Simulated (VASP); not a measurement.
Input of a VASP 6.6.1 run:

Contents of INCAR:

```
SYSTEM = NaMg2Si2
  PREC = Accurate
  ENCUT = 520
  EDIFF = 1E-7
  ISMEAR = 0
  SIGMA = 0.1
  LREAL = .False.
  LASPH = .True.
  NELM = 100
  ALGO = Normal
  ISIF = 2
  LWAVE = .False.
  LCHARG = .True.
  GGA = PE
  LELF = .True.
  LVHAR = .True.
  NBANDS = 18
```

File KPOINTS:

```
regular mesh
0
Gamma
  4 4 4
  0 0 0
```

File POSCAR:

```
NaMg2Si2
1.0
    2.4571529900     -3.8653000300      0.0000000000
    2.4571529900      3.8653000300      0.0000000000
    0.0000000000      0.0000000000      4.5683476500
Na Mg Si
1 2 2
Direct
    0.5000000000      0.5000000000      0.5000000000
    0.7413228200      0.2586771800      0.0000000000
    0.2586771800      0.7413228200      0.0000000000
    0.5000000000      0.5000000000      0.0000000000
    0.0000000000      0.0000000000      0.0000000000
```

Potentials or basis: VASP PAW PBE potentials, release 64 (Na_pv, Mg, Si).

The run is started by

```sh
$ cat potpaw_PBE.64/Na_pv/POTCAR potpaw_PBE.64/Mg/POTCAR potpaw_PBE.64/Si/POTCAR > POTCAR
$ mpirun -np 1 vasp_std > vasp.out
```

What does it give for the largest force?

4.495 eV/Å.

What does it give for the pressure?

62.1 GPa.

Stress tensor (GPa, compression positive):
```
 16.56   0.00   0.00
  0.00 140.75   0.00
  0.00   0.00  29.07
```

Caveat: the k points lie up to 0.38 Å⁻¹ apart; forces of over 1 eV/Å act on the atoms, so gaps and moduli don't describe the material at rest.
